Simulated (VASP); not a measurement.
A run of VASP 6.6.1:

Contents of INCAR:

```
ALGO = Normal ; EDIFF = 1E-7
ENCUT = 520 ; GGA = PS
ISIF = 2 ; ISMEAR = 0
IVDW = 12 ; LASPH = True
LCHARG = False ; LREAL = False
LWAVE = False ; NBANDS = 20
NELM = 80 ; PREC = Accurate
SIGMA = 0.05
```

KPOINTS

```
k-points
0
Gamma
  12 12 2
```

The input POSCAR:

```
WSe2
1.0
    3.5741399250      0.0000000000      0.0000000000
   -1.7870699625      3.0952959717      0.0000000000
    0.0000000000      0.0000000000     14.3555519605
W Se
1 2
Direct
    0.0000000000      0.0000000000      0.0000000000
    0.3333333333      0.6666666667      0.0997865200
    0.3333333333      0.6666666667      0.9002134800
```

Potentials or basis: VASP PAW PBE potentials, release 64 (W_sv, Se).

Launch:

```sh
$ cat potpaw_PBE.64/W_sv/POTCAR potpaw_PBE.64/Se/POTCAR > POTCAR
$ mpirun -np 1 vasp_std > vasp.out
```

Hardware: 1 thread of Intel(R) Xeon(R) 6975P-C (Granite Rapids), on a shared host.

Estimate the wall time of this run.

Run time: 78 s on 1 thread of Intel(R) Xeon(R) 6975P-C (Granite Rapids) (shared host), peak memory 0.34 GiB. Counts: scf iterations 21, k points 38.
